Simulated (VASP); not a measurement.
Re, 3 atoms in the cell. The structure is hexagonal, space group P6/mmm (No. 191). Conventional cell: a = 4.565 Å, b = 4.565 Å, c = 2.861 Å, α = 90.00°, β = 90.00°, γ = 120.00°. Re (site symmetry 6/mmm) has 14 Re at 2.86 to 3.00 Å within 3.8 Å. Within 3.5 Å of Re (site symmetry -6m2) lie 11 Re at 2.64 to 3.00 Å. This isn't the form of Re at room conditions, which is hcp.

```yaml
Program: VASP 6.6.1
Task: single point
Functional: RPBE
Potentials_or_basis: VASP PAW PBE potentials, release 64 (Re)
Cutoff: 520 eV
k_mesh: 9 × 9 × 13
Occupations: fermi-dirac, width 0.1 eV
Spin: no spin polarisation
Dipole_correction: no
Further_INCAR_settings: ALGO = Normal; EDIFF = 1e-07; NBANDS = 18
```

Potentials or basis: VASP PAW PBE potentials, release 64 (Re).

Launch:

```bash
$ cat potpaw_PBE.64/Re/POTCAR > POTCAR
$ mpirun -np 1 vasp_std > vasp.out
```

Hardware: 1 thread of Intel Xeon 8259CL, on a shared host.

**Question.** Estimate the wall time of this run.

**Answer.** Wall time 2 min on 1 thread of Intel Xeon 8259CL (shared host), peak memory 0.22 GiB. Counts: scf iterations 15, k points 84.
